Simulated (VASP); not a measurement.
# Rb in VASP: notebook

Rb is run at these levels: PBE; tasks: single point, relaxation of cell and atoms.

Program: VASP 6.6.1. These are calculated values, not measurements. Logs are shortened: lines on timing, memory, paths and dates and some standing lists are left out, and cuts for length are marked.

**1. The cell of the first run**

The cell holds a slab with vacuum, 2 atoms: a = 6.102 Å, b = 6.102 Å, c = 8.878 Å, α = 90.00°, β = 90.00°, γ = 120.00°.

**2. Single point, PBE**

INCAR

```
SYSTEM = Rb
PREC = Accurate
ENCUT = 520
EDIFF = 1E-6
ISMEAR = 0
SIGMA = 0.1
LREAL = .False.
LASPH = .True.
NELM = 60
ALGO = Normal
ISIF = 2
LWAVE = .False.
LCHARG = .True.
GGA = PE
LELF = .True.
LVHAR = .True.
NBANDS = 16
```

KPOINTS

```
regular mesh
0
Gamma
  3 3 2
  0 0 0
```

POSCAR

```
Rb
1.0
    6.1019327100      0.0000000000      0.0000000000
   -3.0509663500      5.2844287400      0.0000000000
    0.0000000000      0.0000000000      8.8775064300
Rb
2
Direct
    0.6666666700      0.3333333300      0.0086893800
    0.3333333300      0.6666666700      0.9913106200
```

Potentials or basis: VASP PAW PBE potentials, release 64 (Rb_sv).

Launch:

```
$ cat potpaw_PBE.64/Rb_sv/POTCAR > POTCAR
$ mpirun -np 1 vasp_std > vasp.out
```

OUTCAR:

```text
SYSTEM = Rb
   PREC = Accurate
   ENCUT = 520
   EDIFF = 1E-6
   ISMEAR = 0
   LREAL = .False.
   LASPH = .True.
   NELM = 60
   ISIF = 2
   GGA = PE

 ion  position               nearest neighbor table
   1  0.667  0.333  0.009-   2 3.53   2 3.53   2 3.53
   2  0.333  0.667  0.991-   1 3.53   1 3.53   1 3.53

  LATTYP: Found a hexagonal cell.
 ALAT       =     6.1019327100
 C/A-ratio  =     1.4548679659

  Lattice vectors:

 A1 = (   6.1019327100,   0.0000000000,   0.0000000000)
 A2 = (  -3.0509663500,   5.2844287400,   0.0000000000)
 A3 = (   0.0000000000,   0.0000000000,   8.8775064300)

Analysis of symmetry for initial positions (statically):
=====================================================================
 Subroutine PRICEL returns:
 Original cell was already a primitive cell.

 Routine SETGRP: Setting up the symmetry group for a
 hexagonal supercell.

 Subroutine GETGRP returns: Found 12 space group operations
 (whereof 12 operations were pure point group operations)
 out of a pool of 24 trial point group operations.

The static configuration has the point symmetry D_3d.

Analysis of symmetry for dynamics (positions and initial velocities):
=====================================================================
 Subroutine PRICEL returns:
 Original cell was already a primitive cell.

 Routine SETGRP: Setting up the symmetry group for a
 hexagonal supercell.

 Subroutine GETGRP returns: Found 12 space group operations
 (whereof 12 operations were pure point group operations)
 out of a pool of 24 trial point group operations.

The dynamic configuration has the point symmetry D_3d.

 Subroutine INISYM returns: Found 12 space group operations
 (whereof 12 operations are pure point group operations),
 and found     1 'primitive' translations

----------------------------------------------------------------------------------------

                                     Primitive cell

  volume of cell :     286.2572

  direct lattice vectors                    reciprocal lattice vectors
     6.101932710  0.000000000  0.000000000     0.163882502  0.094617607  0.000000000
    -3.050966350  5.284428740  0.000000000     0.000000000  0.189235213  0.000000000
     0.000000000  0.000000000  8.877506430     0.000000000  0.000000000  0.112644244

  length of vectors
     6.101932710  6.101932708  8.877506430     0.189235213  0.189235213  0.112644244

  position of ions in fractional coordinates (direct lattice)
     0.666666670  0.333333330  0.008689380
     0.333333330  0.666666670  0.991310620

  ion indices of the primitive-cell ions
   primitive index   ion index
                 1           1
                 2           2

----------------------------------------------------------------------------------------

 KPOINTS: regular mesh

Automatic generation of k-mesh.
 Grid dimensions read from file:
 generate k-points for:    3    3    2

 Generating k-lattice:

  Cartesian coordinates                     Fractional coordinates (reciprocal lattice)
     0.054627501  0.031539202  0.000000000     0.333333333 -0.000000000  0.000000000
     0.000000000  0.063078404  0.000000000     0.000000000  0.333333333  0.000000000
     0.000000000  0.000000000  0.056322122     0.000000000  0.000000000  0.500000000

  Length of vectors
     0.063078404  0.063078404  0.056322122

  Shift w.r.t. Gamma in fractional coordinates (k-lattice)
     0.000000000  0.000000000  0.000000000

 Subroutine IBZKPT returns following result:
 ===========================================

 Found      6 irreducible k-points:

 Following reciprocal coordinates:
            Coordinates               Weight
  0.000000  0.000000  0.000000      1.000000
  0.333333  0.000000  0.000000      6.000000
  0.333333  0.333333  0.000000      2.000000
  0.000000  0.000000  0.500000      1.000000
  0.333333  0.000000  0.500000      6.000000
  0.333333  0.333333  0.500000      2.000000
   k-points           NKPTS =      6   k-points in BZ     NKDIM =      6   number of bands    NBANDS=     16
   number of dos      NEDOS =    301   number of ions     NIONS =      2
   total plane-waves  NPLWV = 161280
   dimension x,y,z NGX =    48 NGY =   48 NGZ =   70
   dimension x,y,z NGXF=    96 NGYF=   96 NGZF=  140
   ions per type =               2
   NGX,Y,Z   is equivalent  to a cutoff of  13.08, 13.08, 13.11 a.u.
   NGXF,Y,Z  is equivalent  to a cutoff of  26.16, 26.16, 26.22 a.u.
 SYSTEM =  Rb
   PREC   = accura    normal or accurate (medium, high low for compatibility)
   ISTART =      0    job   : 0-new  1-cont  2-samecut
   ICHARG =      2    charge: 1-file 2-atom 10-const
   ISPIN  =      1    spin polarized calculation?
   LNONCOLLINEAR =      F non collinear calculations
   LSORBIT =      F    spin-orbit coupling
   LASPH  =      T    aspherical Exc in radial PAW
   ENCUT  =  520.0 eV  38.22 Ry    6.18 a.u.  11.35 11.35 16.51*2*pi/ulx,y,z
   NELM   =     60;   NELMIN=  2; NELMDL= -5     # of ELM steps
   EDIFF  = 0.1E-05   stopping-criterion for ELM
   LREAL  =      F    real-space projection
   EDIFFG = 0.1E-04   stopping-criterion for IOM
   NSW    =      0    number of steps for IOM
   IBRION =     -1    ionic relax: 0-MD 1-quasi-New 2-CG
   NFREE  =      0    steps in history (QN), initial steepest desc. (CG)
   ISIF   =      2    stress and relaxation
   ISYM   =      2    0-nonsym 1-usesym 2-fastsym
   POTIM  = 0.5000    time-step for ionic-motion
   TEBEG  =    0.0;   TEEND  =   0.0 temperature during run
   PSTRESS=    0.0 pullay stress
   NELECT =      18.0000    total number of electrons
   NUPDOWN=      -1.0000    fix difference up-down
   EMIN   =  10.00;   EMAX   =-10.00  energy-range for DOS
   EFERMI =   0.00;   METHOD = LEGACY
   ISMEAR =     0;   SIGMA  =   0.10  broadening in eV -4-tet -1-fermi 0-gaus
   EFERMI_NEDOS =   21; number of points for ismear=-14 and -15
   IALGO  =     38    algorithm
   IMIX   =      4    mixing-type and parameters
     AMIX     =   0.40;   BMIX     =  1.00
     AMIX_MAG =   1.60;   BMIX_MAG =  1.00
  volume/ion in A,a.u.               =     143.13       965.88
  Fermi-wavevector in a.u.,A,eV,Ry     =   0.650999  1.230209  5.766141  0.423799
  Thomas-Fermi vector in A             =   1.720458
   LORBIT       =      0    0 simple, 1 ext, 2 COOP (PROOUT), +10 PAW based schemes
   GGA     = PE    functional components
   LHFCALC =     F    Hartree Fock is set to
   AEXX    =    0.0000 exact exchange contribution
   IVDW    =     0    specifies the selected vdW correction
   LEPSILON=     F    determine dielectric tensor
   LRPA    =     F    only Hartree local field effects (RPA)
 non-spin polarized calculation
 Gauss-broadening in eV      SIGMA  =   0.10
  energy-cutoff  :      520.00
  volume of cell :      286.26
 maximum number of plane-waves:      7762
 NGX is ok and might be reduce to    48
   NGX = 23   NGY = 23   NGZ = 33

 number of electron      18.0000000 magnetization

 Free energy of the ion-electron system (eV)
  ---------------------------------------------------
  ext. energy  EPLUGINS =         0.00000000
  ---------------------------------------------------
  free energy    TOTEN  =        -0.54635490 eV

  energy without entropy =       -0.53596379  energy(sigma->0) =       -0.54115934

 E-fermi :  -0.4716     XC(G=0):  -4.0517

 val. band max:       -0.5037501604   @ k =   0.3333   0.3333   0.5000
 cond. band min:      -0.2469886053   @ k =   0.3333   0.3333   0.0000
 fundamental gap:      0.2567615551
 Fermi energy:        -0.4715619998

 k-point     1 :       0.0000    0.0000    0.0000
  band No.  band energies     occupation
      1     -30.5429      2.00000
      2     -30.3878      2.00000
      3     -14.9277      2.00000
      4     -14.9277      2.00000
      5     -14.6331      2.00000
      6     -14.4221      2.00000
      7     -14.2534      2.00000
      8     -14.2534      2.00000
      9      -2.3595      2.00000
     10       0.1461      0.00000
     11       0.2962      0.00000
     12       1.4552      0.00000
     13       1.4552      0.00000
     14       1.8493      0.00000
     15       1.8493      0.00000
     16       2.6351      0.00000

 k-point     2 :       0.3333    0.0000    0.0000
  band No.  band energies     occupation
      1     -30.5106      2.00000
      2     -30.4211      2.00000
      3     -14.9768      2.00000
      4     -14.8289      2.00000
      5     -14.5870      2.00000
      6     -14.4721      2.00000
      7     -14.3610      2.00000
      8     -14.1952      2.00000
      9      -1.5726      2.00000
     10       0.1324      0.00000
     11       0.3749      0.00000
     12       0.9236      0.00000
     13       1.0888      0.00000
     14       1.3060      0.00000
     15       1.3388      0.00000
     16       1.7285      0.00000

 k-point     3 :       0.3333    0.3333    0.0000
  band No.  band energies     occupation
      1     -30.4661      2.00000
      2     -30.4661      2.00000
      3     -15.0268      2.00000
      4     -14.6084      2.00000
      5     -14.6084      2.00000
      6     -14.5189      2.00000
      7     -14.5189      2.00000
      8     -14.1413      2.00000
      9      -0.5540      1.75654
     10      -0.2470      0.00149
     11      -0.2470      0.00149
     12       0.4716      0.00000
     13       1.1794      0.00000
     14       1.1794      0.00000
     15       1.7738      0.00000
     16       2.0060      0.00000

 k-point     4 :       0.0000    0.0000    0.5000
  band No.  band energies     occupation
      1     -30.5429      2.00000
      2     -30.3878      2.00000
      3     -14.9277      2.00000
      4     -14.9277      2.00000
      5     -14.6331      2.00000
      6     -14.4221      2.00000
      7     -14.2534      2.00000
      8     -14.2534      2.00000
      9      -2.2798      2.00000
     10      -0.5581      1.77885
     11       1.1057      0.00000
     12       1.4617      0.00000
     13       1.4617      0.00000
     14       1.8174      0.00000
     15       1.8174      0.00000
     16       2.6659      0.00000

 k-point     5 :       0.3333    0.0000    0.5000
  band No.  band energies     occupation
      1     -30.5106      2.00000
      2     -30.4211      2.00000
      3     -14.9768      2.00000
      4     -14.8289      2.00000
      5     -14.5870      2.00000
      6     -14.4721      2.00000
      7     -14.3610      2.00000
      8     -14.1952      2.00000
      9      -1.4730      2.00000
     10      -0.1408      0.00000
     11       0.2006      0.00000
     12       0.9656      0.00000
     13       1.1700      0.00000
     14       1.2789      0.00000
     15       1.7155      0.00000
     16       1.7427      0.00000

 k-point     6 :       0.3333    0.3333    0.5000
  band No.  band energies     occupation
      1     -30.4661      2.00000
      2     -30.4661      2.00000
      3     -15.0268      2.00000
      4     -14.6084      2.00000
      5     -14.6084      2.00000
      6     -14.5189      2.00000
      7     -14.5189      2.00000
      8     -14.1413      2.00000
      9      -0.5038      1.35104
     10      -0.1098      0.00000
     11      -0.1098      0.00000
     12       0.2893      0.00000
     13       0.7851      0.00000
     14       0.7851      0.00000
     15       2.0654      0.00000
     16       2.4061      0.00000

------------------------ aborting loop because EDIFF is reached ----------------------------------------

  FORCE on cell =-STRESS in cart. coord.  units (eV):
  Direction    XX          YY          ZZ          XY          YZ          ZX
  --------------------------------------------------------------------------------------
  -------------------------------------------------------------------------------------
  Total        2.0820139      2.0820139     -0.1243687      0.0000000      0.0000000     -0.0000000
  in kB       11.6530002     11.6530002     -0.6960899      0.0000000      0.0000000     -0.0000000
  external PRESSURE =       7.5366368 kB  Pullay stress =       0.0000000 kB

 VOLUME and BASIS-vectors are now :
 -----------------------------------------------------------------------------
  energy-cutoff  :      520.00
  volume of cell :      286.26
      direct lattice vectors                 reciprocal lattice vectors
     6.101932710  0.000000000  0.000000000     0.163882502  0.094617607  0.000000000
    -3.050966350  5.284428740  0.000000000     0.000000000  0.189235213  0.000000000
     0.000000000  0.000000000  8.877506430     0.000000000  0.000000000  0.112644244

 POSITION                                       TOTAL-FORCE (eV/Angst)
 -----------------------------------------------------------------------------------
      3.05097      1.76148      0.07714        -0.000000      0.000000      0.076874
     -0.00000      3.52295      8.80037         0.000000     -0.000000     -0.076874
 -----------------------------------------------------------------------------------
    total drift:                                0.000000     -0.000000     -0.000000

  FREE ENERGIE OF THE ION-ELECTRON SYSTEM (eV)
  ---------------------------------------------------
  free  energy   TOTEN  =        -0.5463548973 eV

  energy  without entropy=       -0.5359637863  energy(sigma->0) =       -0.54115934
```

It took 28 s on 1 thread of Intel Xeon 6975P-C (Granite Rapids), shared host; peak memory 0.37 GiB.

Results:

| Item | Value |
| --- | --- |
| Free energy | -0.5464 eV |
| Largest force | 0.077 eV/Å |
| Band gap on the k mesh | zero (band 9 reaches -0.50 eV, above the bottom of band 10 at -0.56 eV) |

Forces in eV/Å, atoms in the order of the input:
```
Rb   0.000  0.000  0.077
Rb   0.000  0.000 -0.077
```

Levels at points of the mesh, in eV from the Fermi level:
| k point | band 6 | band 7 | band 8 | band 9 | band 10 | band 11 | band 12 | band 13 |
| --- | --- | --- | --- | --- | --- | --- | --- | --- |
| (0.00, 0.00, 0.00) | -13.95 | -13.78 | -13.78 | -1.89 | 0.62 | 0.77 | 1.93 | 1.93 |
| (0.00, 0.00, 0.50) | -13.95 | -13.78 | -13.78 | -1.81 | -0.09 | 1.58 | 1.93 | 1.93 |

Caveat: the k points lie up to 0.40 Å⁻¹ apart.

**3. Relaxation of cell and atoms, PBE**

INCAR

```
SYSTEM = Rb
PREC = Accurate ; ENCUT = 600
EDIFF = 1E-6 ; ISMEAR = 0
SIGMA = 0.1 ; LREAL = .False.
LASPH = .True. ; NELM = 80
ALGO = Normal ; ISIF = 3
LWAVE = .False. ; LCHARG = .False.
GGA = PE ; IBRION = 2
NSW = 90 ; EDIFFG = -0.04
```

KPOINTS is that of step 2.

POSCAR is that of step 2.

Potentials or basis: VASP PAW PBE potentials, release 64 (Rb_sv).

Launch:

```
$ cat potpaw_PBE.64/Rb_sv/POTCAR > POTCAR
$ mpirun -np 1 vasp_std > vasp.out
```

It took 7.8 min on 1 thread of Intel Xeon 6975P-C (Granite Rapids), shared host; peak memory 0.43 GiB.

It converged, with:

| Property | Result |
| --- | --- |
| Free energy | -1.6445 eV |
| Relaxed volume | 136.70 Å³/atom |
| Relaxed cell | a = 8.782 Å, b = 8.782 Å, c = 4.094 Å, α = 90.00°, β = 90.00°, γ = 120.00° |
| Space group after relaxing (to 0.05 Å) | P-3m1 (No. 164) |
| Energy gained by relaxing | 549.1 meV/atom |
| Ionic steps | 21 |
| Largest force after relaxing | 0.006 eV/Å |
| Band gap on the k mesh | zero (band 9 reaches 0.45 eV, above the bottom of band 10 at -1.54 eV) |

Forces in eV/Å, atoms in the order of the input:
```
Rb   0.000  0.000  0.006
Rb   0.000  0.000 -0.006
```

Step by step:
```tsv
step	energy change (eV)	largest force (eV/Å)	pressure (GPa)	volume (Å³)
1	0.0000	0.0768	0.75	286.26
2	-0.1847	0.0639	0.59	314.82
3	-0.5672	0.0228	0.17	408.05
4	-0.5058	0.0067	-0.15	627.25
5	-0.6166	0.0028	-0.06	507.45
6	-0.6223	0.0060	-0.02	484.79
7	-0.6226	0.0068	-0.02	479.38
8	-0.6225	0.0075	-0.01	475.07
9	-0.6232	0.0076	-0.01	472.34
10	-0.6256	0.0080	-0.01	464.15
11	-0.6318	0.0088	-0.02	447.78
12	-0.6512	0.0096	-0.03	415.04
13	-0.7029	0.0109	-0.04	349.62
14	-1.0314	0.0118	0.37	218.98
15	-0.7734	0.0186	-0.06	280.43
16	-1.0293	0.0126	0.24	225.99
17	-1.0417	0.0119	0.23	229.14
18	-1.0700	0.0094	0.17	238.61
19	-1.0909	0.0058	0.13	257.58
20	-1.0963	0.0058	0.06	265.58
21	-1.0981	0.0059	0.01	273.40
```

Final structure:
```cif
data_structure
_symmetry_space_group_name_H-M 'P 1'
_symmetry_Int_Tables_number 1
_cell_length_a 8.7816
_cell_length_b 8.7816
_cell_length_c 4.0937
_cell_angle_alpha 90.000
_cell_angle_beta 90.000
_cell_angle_gamma 120.000
_cell_volume 273.40
loop_
_atom_site_label
_atom_site_type_symbol
_atom_site_fract_x
_atom_site_fract_y
_atom_site_fract_z
_atom_site_occupancy
Rb1 Rb 0.66667 0.33333 0.01968 1
Rb2 Rb 0.33333 0.66667 0.98032 1
```

Levels at points of the mesh, in eV from the Fermi level:
```tsv
k point	band 4	band 5	band 6	band 7	band 8	band 9	band 10	band 11	band 12	band 13
(0.00, 0.00, 0.00)	-13.55	-13.52	-13.52	-13.38	-13.37	-1.78	0.43	0.77	0.77	1.12
(0.00, 0.00, 0.50)	-13.71	-13.51	-13.51	-13.48	-13.48	0.57	0.81	1.28	1.28	2.25
```

Caveat: the k points lie up to 0.77 Å⁻¹ apart in the final cell.
